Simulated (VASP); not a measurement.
A run of VASP 6.6.1:

INCAR

```
SYSTEM = NiO
ALGO = Normal
EDIFF = 1E-6
ENCUT = 520
GGA = PE
ISIF = 2
ISMEAR = -1
ISPIN = 2
LASPH = .True.
LCHARG = .False.
LMAXMIX = 4
LORBIT = 11
LREAL = .False.
LWAVE = .False.
MAGMOM = 1.5 0
NBANDS = 19
NELM = 150
PREC = Accurate
SIGMA = 0.03
```

File KPOINTS:

```
k-points
0
Gamma
  17 17 17
  0 0 0
```

Contents of POSCAR:

```
NiO
1.0
   -0.0209131000      2.0808534500      2.0808534500
    2.0808534500     -0.0209131000      2.0808534500
    2.0808534500      2.0808534500     -0.0209131000
Ni O
1 1
Direct
    0.0000000000      0.0000000000      0.0000000000
    0.5000000000      0.5000000000      0.5000000000
```

Potentials or basis: VASP PAW PBE potentials, release 64 (Ni, O).

Run with:

```console
$ cat potpaw_PBE.64/Ni/POTCAR potpaw_PBE.64/O/POTCAR > POTCAR
$ mpirun -np 1 vasp_std > vasp.out
```

Hardware: 1 thread of Intel(R) Xeon(R) 6975P-C (Granite Rapids), on a shared host.

**Question.** Estimate the wall time of this run.

**Answer.** Wall time 2.7 min on 1 thread of Intel(R) Xeon(R) 6975P-C (Granite Rapids) (shared host), peak memory 0.37 GiB. Counts: scf iterations 15, k points 489.
